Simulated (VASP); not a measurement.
# Gd (Im-3m) in VASP: further runs

The runs below take Gd through single point, with PBEsol.

All numbers are computed with VASP 6.6.1; they aren't measurements. Logs are shortened: lines on timing, memory, paths and dates and some standing lists are left out, and cuts for length are marked.

## Step 1: The cell of the first run

It takes space group Im-3m (No. 229, cubic). Conventional cell: a = 3.748 Å, b = 3.748 Å, c = 3.748 Å, α = 90.00°, β = 90.00°, γ = 90.00°. Gd (site symmetry m-3m) has 14 Gd at 3.25 to 3.75 Å within 4.3 Å.

This isn't the form of Gd at room conditions, which is hcp.

## Step 2: Single point, PBEsol, collinear spin, ferromagnetic start (26.33 Å³/atom)

INCAR

```
SYSTEM = Gd
PREC     = Accurate       ! precision mode
ENCUT    = 600            ! plane-wave cutoff, eV
EDIFF    = 1E-6           ! SCF threshold, eV
ISMEAR   = -1             ! smearing method
SIGMA    = 0.08           ! smearing width, eV
LREAL    = .False.        ! projectors in reciprocal space
LASPH    = .True.         ! aspherical terms in the spheres
NELM     = 200            ! most SCF steps
ALGO     = Normal         ! electronic algorithm
ISIF     = 2              ! what is computed and relaxed
LWAVE    = .False.        ! write WAVECAR
LCHARG   = .False.        ! write CHGCAR
ISPIN    = 2              ! spin polarisation
MAGMOM   = 7              ! initial moments
LORBIT   = 11             ! projections on sites
LMAXMIX  = 6              ! l up to which the mixer works
GGA      = PS             ! functional
NBANDS   = 19             ! bands
GGA_COMPAT= .False.
```

KPOINTS

```
regular mesh
0
Gamma
  14 14 14
  0 0 0
```

POSCAR

```
Gd
1.0
   -1.8740019318      1.8740019318      1.8740019318
    1.8740019318     -1.8740019318      1.8740019318
    1.8740019318      1.8740019318     -1.8740019318
Gd
1
Direct
    0.0000000000      0.0000000000      0.0000000000
```

Potentials or basis: VASP PAW PBE potentials, release 64 (Gd).

Launch:

```console
$ cat potpaw_PBE.64/Gd/POTCAR > POTCAR
$ mpirun -np 1 vasp_std > vasp.out
```

OUTCAR:

```text
SYSTEM = Gd
   PREC = Accurate
   ENCUT = 600
   EDIFF = 1E-6
   ISMEAR = -1
   LREAL = .False.
   LASPH = .True.
   NELM = 200
   ISIF = 2
   ISPIN = 2
   LORBIT = 11
   GGA = PS

 ion  position               nearest neighbor table
   1  0.000  0.000  0.000-

  LATTYP: Found a body centered cubic cell.
 ALAT       =     3.7480038636

  Lattice vectors:

 A1 = (  -1.8740019318,   1.8740019318,   1.8740019318)
 A2 = (   1.8740019318,  -1.8740019318,   1.8740019318)
 A3 = (   1.8740019318,   1.8740019318,  -1.8740019318)

Analysis of symmetry for initial positions (statically):
=====================================================================
 Subroutine PRICEL returns:
 Original cell was already a primitive cell.

 Routine SETGRP: Setting up the symmetry group for a
 body centered cubic supercell.

 Subroutine GETGRP returns: Found 48 space group operations
 (whereof 48 operations were pure point group operations)
 out of a pool of 48 trial point group operations.

The static configuration has the point symmetry O_h .

Analysis of symmetry for dynamics (positions and initial velocities):
=====================================================================
 Subroutine PRICEL returns:
 Original cell was already a primitive cell.

 Routine SETGRP: Setting up the symmetry group for a
 body centered cubic supercell.

 Subroutine GETGRP returns: Found 48 space group operations
 (whereof 48 operations were pure point group operations)
 out of a pool of 48 trial point group operations.

The dynamic configuration has the point symmetry O_h .

Analysis of structural, dynamic, and magnetic symmetry:
=====================================================================
 Subroutine PRICEL returns:
 Original cell was already a primitive cell.

 Routine SETGRP: Setting up the symmetry group for a
 body centered cubic supercell.

 Subroutine GETGRP returns: Found 48 space group operations
 (whereof 48 operations were pure point group operations)
 out of a pool of 48 trial point group operations.

The overall configuration has the point symmetry O_h .

 Subroutine INISYM returns: Found 48 space group operations
 (whereof 48 operations are pure point group operations),
 and found     1 'primitive' translations

----------------------------------------------------------------------------------------

                                     Primitive cell

  volume of cell :      26.3251

  direct lattice vectors                    reciprocal lattice vectors
    -1.874001932  1.874001932  1.874001932     0.000000000  0.266808690  0.266808690
     1.874001932 -1.874001932  1.874001932     0.266808690  0.000000000  0.266808690
     1.874001932  1.874001932 -1.874001932     0.266808690  0.266808690  0.000000000

  length of vectors
     3.245866559  3.245866559  3.245866559     0.377324468  0.377324468  0.377324468

[... 93 lines left out ...]
   ISMEAR =    -1;   SIGMA  =   0.08  broadening in eV -4-tet -1-fermi 0-gaus
   EFERMI_NEDOS =   21; number of points for ismear=-14 and -15
   IALGO  =     38    algorithm
   IMIX   =      4    mixing-type and parameters
     AMIX     =   0.40;   BMIX     =  1.00
     AMIX_MAG =   1.60;   BMIX_MAG =  1.00
  volume/ion in A,a.u.               =      26.33       177.65
  Fermi-wavevector in a.u.,A,eV,Ry     =   1.442256  2.725468 28.301504  2.080102
  Thomas-Fermi vector in A             =   2.560796
   LORBIT       =     11    0 simple, 1 ext, 2 COOP (PROOUT), +10 PAW based schemes
   GGA     = PS    functional components
   LHFCALC =     F    Hartree Fock is set to
   AEXX    =    0.0000 exact exchange contribution
   IVDW    =     0    specifies the selected vdW correction
   LEPSILON=     F    determine dielectric tensor
   LRPA    =     F    only Hartree local field effects (RPA)
 spin polarized calculation
  energy-cutoff  :      600.00
  volume of cell :       26.33
 maximum number of plane-waves:       935
 NGX is ok and might be reduce to    28
   NGX = 13   NGY = 13   NGZ = 13

 number of electron      17.9999997 magnetization       7.5719332

 Free energy of the ion-electron system (eV)
  ---------------------------------------------------
  ext. energy  EPLUGINS =         0.00000000
  ---------------------------------------------------
  free energy    TOTEN  =       -11.86984328 eV

  energy without entropy =      -11.83981802  energy(sigma->0) =      -11.85483065

 E-fermi :   3.9857     XC(G=0): -11.1892

 val. band max:        3.9687327357   @ k =  -0.2857   0.5000   0.0714
 cond. band min:       3.9935153730   @ k =  -0.3571  -0.4286   0.1429
 fundamental gap:      0.0247826374
 Fermi energy:         3.9857263006

 spin component 1

 k-point     1 :       0.0000    0.0000    0.0000
  band No.  band energies     occupation
      1     -40.9465      1.00000
      2     -17.6535      1.00000
      3     -17.6535      1.00000
      4     -17.6535      1.00000
      5      -1.3388      1.00000
      6      -0.5517      1.00000
[... 517 lines left out ...]
     18      14.3820      0.00000
     19      15.6430      0.00000

 [... further k-points ...]

 spin component 2

 k-point     1 :       0.0000    0.0000    0.0000
  band No.  band energies     occupation
      1     -37.7495      1.00000
      2     -15.1929      1.00000
      3     -15.1929      1.00000
      4     -15.1929      1.00000
      5      -0.3562      1.00000
      6       4.5642      0.00072
[... 517 lines left out ...]
     18      15.9008      0.00000
     19      17.0813      0.00000

 [... further k-points ...]
[... 5 lines left out ...]
  --------------------------------------------------------------------------------------
  -------------------------------------------------------------------------------------
  Total        1.2491311      1.2491311      1.2491311     -0.0000000     -0.0000000     -0.0000000
  in kB       76.0236111     76.0236111     76.0236111     -0.0000000     -0.0000000     -0.0000000
  external PRESSURE =      76.0236111 kB  Pullay stress =       0.0000000 kB

 VOLUME and BASIS-vectors are now :
 -----------------------------------------------------------------------------
  energy-cutoff  :      600.00
  volume of cell :       26.33
      direct lattice vectors                 reciprocal lattice vectors
    -1.874001932  1.874001932  1.874001932     0.000000000  0.266808690  0.266808690
     1.874001932 -1.874001932  1.874001932     0.266808690  0.000000000  0.266808690
     1.874001932  1.874001932 -1.874001932     0.266808690  0.266808690  0.000000000

 POSITION                                       TOTAL-FORCE (eV/Angst)
 -----------------------------------------------------------------------------------
      0.00000      0.00000      0.00000         0.000000      0.000000     -0.000000
 -----------------------------------------------------------------------------------
    total drift:                               -0.000000     -0.000000     -0.000000

  FREE ENERGIE OF THE ION-ELECTRON SYSTEM (eV)
  ---------------------------------------------------
  free  energy   TOTEN  =       -11.8698432767 eV

  energy  without entropy=      -11.8398180227  energy(sigma->0) =      -11.85483065

 total charge

# of ion       s       p       d       f       tot
--------------------------------------------------
    1        2.084   5.527   0.732   6.971  15.314

 magnetization (x)

# of ion       s       p       d       f       tot
--------------------------------------------------
    1        0.006  -0.045   0.261   6.802   7.024
```

OSZICAR:

```text
N       E                     dE             d eps       ncg     rms          rms(c)
DAV:   1     0.982153378578E+02    0.98215E+02   -0.68788E+03 10036   0.547E+03
DAV:   2     0.444898434103E+01   -0.93766E+02   -0.81299E+02 10054   0.345E+02
DAV:   3    -0.847300171848E+01   -0.12922E+02   -0.12536E+02 11769   0.106E+02
[... 17 lines left out ...]
DAV:  21    -0.118698463292E+02    0.18526E-04   -0.42338E-04 11969   0.501E-01    0.983E-01
DAV:  22    -0.118698556942E+02   -0.93651E-05   -0.23327E-05 14788   0.449E-02    0.102E+00
DAV:  23    -0.118698552290E+02    0.46519E-06   -0.10055E-05 10241   0.806E-02    0.592E-01
DAV:  24    -0.118698453957E+02    0.98334E-05   -0.22405E-05 10461   0.130E-01    0.110E-01
DAV:  25    -0.118698429945E+02    0.24012E-05   -0.90585E-06 12117   0.765E-02    0.390E-02
DAV:  26    -0.118698432767E+02   -0.28225E-06   -0.12273E-06  6523   0.288E-02
   1 F= -.11869843E+02 E0= -.11854831E+02  d E =-.300253E-01  mag=     7.5719
```

It took 2.5 min on 1 thread of Intel Xeon 6975P-C (Granite Rapids), shared host; peak memory 0.27 GiB.

Results:

```yaml
Free_energy: -11.8698 eV
Pressure: 7.6 GPa
Net_moment: 7.57 μB per cell
Site_moments: Gd +7.02 μB
Valence_electrons_inside_the_program's_atomic_spheres: Gd 15.31
```

Caveat: the cell stands under pressure; the PAW data sets were made with another functional, which shifts forces and pressure a little; spin-orbit coupling is left out, which moves the levels of the heavy elements; semilocal functionals describe open f shells poorly, which spoils levels, moments and volumes.

## Step 3: Single point, PBEsol, collinear spin, ferromagnetic start (29.42 Å³/atom)

This run uses another cell than the first one, of 29.42 Å³/atom.

INCAR

```
SYSTEM = Gd
PREC = Accurate
ENCUT = 600
EDIFF = 1E-6
ISMEAR = -1
SIGMA = 0.08
LREAL = .FALSE.
LASPH = .TRUE.
NELM = 200
ALGO = Normal
ISIF = 2
LWAVE = .FALSE.
LCHARG = .TRUE.
ISPIN = 2
MAGMOM = 7
LORBIT = 11
LMAXMIX = 6
GGA = PS
LELF = .TRUE.
LVHAR = .TRUE.
NBANDS = 19
GGA_COMPAT = .FALSE.
```

KPOINTS

```
regular mesh
0
G
  14 14 14
  0 0 0
```

POSCAR

```
Gd
1.0
   -1.9447849908      1.9447849908      1.9447849908
    1.9447849908     -1.9447849908      1.9447849908
    1.9447849908      1.9447849908     -1.9447849908
Gd
1
Direct
    0.0000000000      0.0000000000      0.0000000000
```

Potentials or basis: VASP PAW PBE potentials, release 64 (Gd).

Launch:

```console
$ cat potpaw_PBE.64/Gd/POTCAR > POTCAR
$ mpirun -np 1 vasp_std > vasp.out
```

Wall time 2.6 min (1 thread of Intel Xeon 6975P-C (Granite Rapids), shared host); peak memory 0.27 GiB.

Results (log left out):

```
Free energy                                           : -11.9600 eV
Pressure                                              : 2.1 GPa
Net moment                                            : 7.59 μB per cell
Site moments                                          : Gd +7.01 μB
Valence electrons inside the program's atomic spheres : Gd 15.24
```

Levels at points of the mesh, in eV from the Fermi level:
Spin up:
```
           k point  band 10  band 11  band 12  band 13  band 14  band 15  band 16  band 17
(0.00, 0.00, 0.00)    -4.49    -4.49    -4.45     1.37     1.37     1.37     3.90     3.90
(0.50, 0.00, 0.00)    -4.50    -4.48    -2.67    -0.46     1.65     3.84     4.71     7.03
(0.50, 0.50, 0.50)    -4.47    -4.47    -2.28    -2.28     6.22     6.22     6.22     6.79
```
Spin down:
```
           k point  band 1  band 2  band 3  band 4  band 5  band 6  band 7  band 8  band 9  band 10
(0.00, 0.00, 0.00)  -41.86  -19.52  -19.52  -19.52   -4.31    0.48    0.48    0.48    0.87     0.87
(0.50, 0.00, 0.00)  -41.72  -20.73  -19.90  -19.53   -1.74    0.49    0.57    0.66    0.66     0.79
(0.50, 0.50, 0.50)  -41.62  -20.34  -20.34  -20.34   -1.48   -1.48    0.55    0.65    0.65     0.65
```

Caveat: the PAW data sets were made with another functional, which shifts forces and pressure a little; spin-orbit coupling is left out, which moves the levels of the heavy elements; semilocal functionals describe open f shells poorly, which spoils levels, moments and volumes. The state reached can hang on the start; a lower one may exist.
